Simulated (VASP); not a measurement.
Write the native input for VASP 6.6.1 that does the following.

| Quantity | Value |
| --- | --- |
| Task | relaxation of the atoms |
| Functional | r2SCAN |
| Potentials or basis | VASP PAW PBE potentials, release 64 (Ti_sv, N) |
| Cutoff | 520 eV |
| k mesh | 14 × 14 × 14 |
| Occupations | fermi-dirac, width 0.1 eV |
| Spin | no spin polarisation |
| Dipole correction | no |
| Further INCAR settings | ALGO = Normal; EDIFF = 1e-06; IBRION = 2; EDIFFG = -0.01; NSW = 50 |

TiN:

```
CELL_PARAMETERS angstrom
0.00000 2.08829 2.08829
2.08829 0.00000 2.08829
2.08829 2.08829 0.00000
ATOMIC_POSITIONS crystal
Ti 0.00000 0.00000 0.00000
N 0.50000 0.50000 0.50000
```

The input as run:

POSCAR

```
TiN
1.0
    0.0000000000      2.0882932800      2.0882932800
    2.0882932800      0.0000000000      2.0882932800
    2.0882932800      2.0882932800      0.0000000000
Ti N
1 1
Direct
    0.0000000000      0.0000000000      0.0000000000
    0.5000000000      0.5000000000      0.5000000000
```

INCAR.step1

```
PREC = Accurate
ENCUT = 520
ISMEAR = -1
SIGMA = 0.1
LREAL = False
LASPH = True
NELM = 100
GGA = PE
ALGO = Normal
EDIFF = 1E-4
LWAVE = True
LCHARG = False
```

INCAR.step2

```
PREC = Accurate
ENCUT = 520
EDIFF = 1E-6
ISMEAR = -1
SIGMA = 0.1
LREAL = False
LASPH = True
NELM = 100
ALGO = Normal
ISIF = 2
LWAVE = False
LCHARG = False
METAGGA = R2SCAN
LMIXTAU = True
IBRION = 2
NSW = 50
EDIFFG = -0.01
ISTART = 1
```

KPOINTS

```
Automatic mesh
0
Gamma
  14 14 14
```

Potentials or basis: VASP PAW PBE potentials, release 64 (Ti_sv, N).

Launch:

```bash
$ cat potpaw_PBE.64/Ti_sv/POTCAR potpaw_PBE.64/N/POTCAR > POTCAR
$ cp INCAR.step1 INCAR
$ mpirun -np 1 vasp_std > vasp.out
$ cp INCAR.step2 INCAR
$ mpirun -np 1 vasp_std > vasp.out
```

It gave:

```
Pressure after relaxing : 14.7 GPa
Band gap on the k mesh  : zero (an odd number of electrons rules out a gap without spin polarisation)
```

Caveat: the relaxation stopped at its first step, so nothing moved; the PAW data sets were made with another functional, which shifts forces and pressure a little.

Run time: 74 s on 1 thread of Intel Xeon 8259CL, on a shared host, peak memory 0.17 GiB.
